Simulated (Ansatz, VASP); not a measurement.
## One calculation of RbP6, two programs

The input INCAR:

```
SYSTEM = RbP6
PREC = Accurate
ENCUT = 520
EDIFF = 1E-6
ISMEAR = 0
SIGMA = 0.1
LREAL = .FALSE.
LASPH = .TRUE.
NELM = 80
ALGO = Normal
ISIF = 2
LWAVE = .FALSE.
LCHARG = .FALSE.
GGA = PE
NBANDS = 28
```

File KPOINTS:

```
regular mesh
0
G
  4 4 4
  0 0 0
```

The input POSCAR:

```
RbP6
1.0
    0.0000000000      4.4023920500      4.4023920500
    4.4023920500      0.0000000000      4.4023920500
    4.4023920500      4.4023920500      0.0000000000
Rb P
1 6
Direct
    0.0000000000      0.0000000000      0.0000000000
    0.5000000000      0.5000000000      0.0000000000
    0.5000000000      0.0000000000      0.5000000000
    0.0000000000      0.0000000000      0.5000000000
    0.0000000000      0.5000000000      0.0000000000
    0.0000000000      0.5000000000      0.5000000000
    0.5000000000      0.0000000000      0.0000000000
```

Input for Ansatz:

```yaml
crystal:
  lattice:
    - [0.0, 4.40239205, 4.40239205]
    - [4.40239205, 0.0, 4.40239205]
    - [4.40239205, 4.40239205, 0.0]
  atoms:
    - { symbol: Rb, position: [0.0, 0.0, 0.0] }
    - { symbol: P, position: [0.5, 0.5, 0.0] }
    - { symbol: P, position: [0.5, 0.0, 0.5] }
    - { symbol: P, position: [0.0, 0.0, 0.5] }
    - { symbol: P, position: [0.0, 0.5, 0.0] }
    - { symbol: P, position: [0.0, 0.5, 0.5] }
    - { symbol: P, position: [0.5, 0.0, 0.0] }
basis:
  ecutwfc: 420
kpoints:
  mp_grid: { grid: [4, 4, 4] }
hamiltonian:
  xc: pbe
scf:
  occupations: { method: gaussian, width: 0.1 }
  lower_state_search: "off"
output:
  forces: true
  stress: true
  eigenvalues: true
```

Change from the starting cell: species swapped into the Zn6Mo type (Fm-3m, No. 225).

Alike in both runs: task single point; functional PBE; k mesh 4 × 4 × 4; occupations gaussian, width 0.1 eV; no spin polarisation.

```csv
,VASP,Ansatz
version,VASP 6.6.1,Ansatz 0.2.0
potentials or method,"VASP PAW PBE potentials, release 64 (Rb_sv, P), cutoff 520 eV","scalar-relativistic, plane waves, PAW"
valence electrons in the cell,39,39
```

```tsv
	VASP	Ansatz	Ansatz less VASP
gap on the k mesh at the Fermi level (eV)	none	none	-
pressure (GPa)	-8.3	-8.4	-0.06
```

A gap of «none» marks a metal or a gap that the smearing closes. The functional is the same, so the differences come from potentials, cutoffs and numerics.
